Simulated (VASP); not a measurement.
Crystal: ScSi2.

```xyz
3
Lattice="3.6432 0.0000 0.0000 -1.8216 3.1551 0.0000 0.0000 0.0000 3.9448" Properties=species:S:1:pos:R:3 pbc="T T T"
Sc    0.0000    0.0000    0.0000
Si    0.0000    2.1034    1.9724
Si    1.8216    1.0517    1.9724
```

```yaml
Program: VASP 6.6.1
Task: relaxation of cell and atoms
Functional: PBE
Potentials_or_basis: VASP PAW PBE potentials, release 64 (Sc_sv, Si)
Cutoff: 600 eV
k_mesh: 10 × 10 × 8
Occupations: gaussian, width 0.05 eV
Spin: no spin polarisation
```

At the start: pressure 25.1 GPa; volume 15.11 Å³/atom.

Task: How do energy, volume and symmetry change on relaxing?

Result: Over 11 steps the energy falls by 322.2 meV/atom and the volume is 17.07 Å³/atom (+13.0 %); space group P6/mmm (No. 191, to 0.1 Å) before and after.

Step by step:
```
step  energy change (eV)  largest force (eV/Å)  pressure (GPa)  volume (Å³)
   1              0.0000                0.0000           25.12        45.34
   2             -0.5000                0.0000          -11.56        62.18
   3             -0.8531                0.0000           -3.03        54.10
   4             -0.8532                0.0000           -2.71        53.92
   5             -0.9360                0.0000           -0.92        52.21
   6             -0.9621                0.0000            1.61        50.36
   7             -0.9628                0.0000            1.28        50.63
   8             -0.9656                0.0000           -0.52        51.47
   9             -0.9665                0.0000            0.06        51.19
  10             -0.9665                0.0000            0.06        51.21
  11             -0.9665                0.0000            0.00        51.22
```

Final structure:
```cif
data_structure
_symmetry_space_group_name_H-M 'P 1'
_symmetry_Int_Tables_number 1
_cell_length_a 4.0411
_cell_length_b 4.0411
_cell_length_c 3.6217
_cell_angle_alpha 90.000
_cell_angle_beta 90.000
_cell_angle_gamma 120.000
_cell_volume 51.22
loop_
_atom_site_label
_atom_site_type_symbol
_atom_site_fract_x
_atom_site_fract_y
_atom_site_fract_z
_atom_site_occupancy
Sc1 Sc 0.00000 0.00000 0.00000 1
Si1 Si 0.33333 0.66667 0.50000 1
Si2 Si 0.66667 0.33333 0.50000 1
```

Caveat: an odd number of electrons without spin polarisation forces a metal; a magnetic or distorted state may lie lower.
